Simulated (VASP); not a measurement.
A run of VASP 6.6.1:

INCAR

```
  PREC = Accurate
  ENCUT = 1000
  EDIFF = 1E-6
  ISMEAR = -1
  SIGMA = 0.05
  LREAL = F
  LASPH = T
  NELM = 120
  ALGO = Normal
  ISIF = 2
  LWAVE = F
  LCHARG = F
  GGA = PE
  NBANDS = 42
  GGA_COMPAT = F
```

Contents of KPOINTS:

```
Automatic mesh
0
Gamma
  1 1 1
```

POSCAR

```
N
1.0
    7.0338500000      0.0000000000      0.0000000000
    0.0000000000      7.0338500000      0.0000000000
    0.0000000000      0.0000000000      7.0338500000
N
12
Direct
    0.8770019264      1.0087789760      0.1320045210
    0.9779992465      1.0414637787      0.0165201135
    0.6391378832      0.3948762058      0.5897623634
    0.6776374247      0.3433397073      0.4443654613
    0.0033978547      0.6296267336      0.7457224706
   -0.0307655125      0.7555321765      0.6600936898
    0.3877961572      0.9380922255      0.3320798709
    0.3101715277      0.8064289116      0.3591774064
    0.4674964635      0.9471910831      0.9001329286
    0.3683331319      1.0328340809      0.8150301755
    0.2307839945      0.3870000071      0.2988121726
    0.2500764162      0.4015439624      0.1432501404
```

Potentials or basis: VASP PAW PBE potentials, release 64 (N_h).

Launch:

```console
$ cat potpaw_PBE.64/N_h/POTCAR > POTCAR
$ mpirun -np 1 vasp_gam > vasp.out
```

Hardware: 1 thread of AMD EPYC 7R43 64-Core Processor (Zen 3) (shared host).

How long does it take, and how much memory?

Run time: 100 s on 1 thread of AMD EPYC 7R43 64-Core Processor (Zen 3), with other jobs on the host, peak memory 0.8 GiB. Counts: scf iterations 15, k points 1.
